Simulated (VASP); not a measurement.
**Pt: single point with PBE**

Crystal: Pt.

```
Pt
1.0
     2.77488    0.00000    0.00000
    -1.38744    2.40312    0.00000
     0.00000    0.00000    9.39006
Pt
4
Direct
  0.00000 0.00000 0.00000
  0.00000 0.00000 0.50000
  0.33333 0.66667 0.75000
  0.66667 0.33333 0.25000
```

```yaml
Program: VASP 6.6.1
Task: single point
Functional: PBE
Potentials_or_basis: VASP PAW PBE potentials, release 64 (Pt)
Cutoff: 520 eV
k_mesh: 6 × 6 × 2
Occupations: gaussian, width 0.1 eV
Spin: no spin polarisation
```

| Quantity | Value |
| --- | --- |
| Pressure | -0.5 GPa |
| Band gap on the k mesh | zero (band 20 reaches 10.96 eV, above the bottom of band 21 at 9.71 eV) |

Levels at points of the mesh, in eV from the Fermi level:
| k point | band 17 | band 18 | band 19 | band 20 | band 21 | band 22 | band 23 | band 24 | band 25 | band 26 |
| --- | --- | --- | --- | --- | --- | --- | --- | --- | --- | --- |
| (0.00, 0.00, 0.00) | -1.86 | -1.28 | -1.28 | -0.90 | -0.90 | -0.66 | -0.18 | -0.18 | 4.99 | 12.24 |
| (0.50, 0.00, 0.00) | 0.20 | 0.23 | 0.26 | 0.31 | 0.37 | 1.03 | 3.01 | 3.30 | 6.10 | 6.19 |
| (0.00, 0.00, 0.50) | -1.61 | -1.61 | -1.61 | -1.61 | -0.48 | -0.48 | -0.48 | -0.48 | 7.85 | 7.85 |
| (0.50, 0.00, 0.50) | 0.17 | 0.17 | 0.35 | 0.35 | 1.89 | 1.89 | 2.90 | 2.90 | 6.28 | 6.28 |

Wall time 62 s on 1 thread of AMD EPYC 7R13, on a shared host, peak memory 0.16 GiB.

Caveat: the k points lie up to 0.44 Å⁻¹ apart; spin-orbit coupling is left out, which moves the levels of the heavy elements.
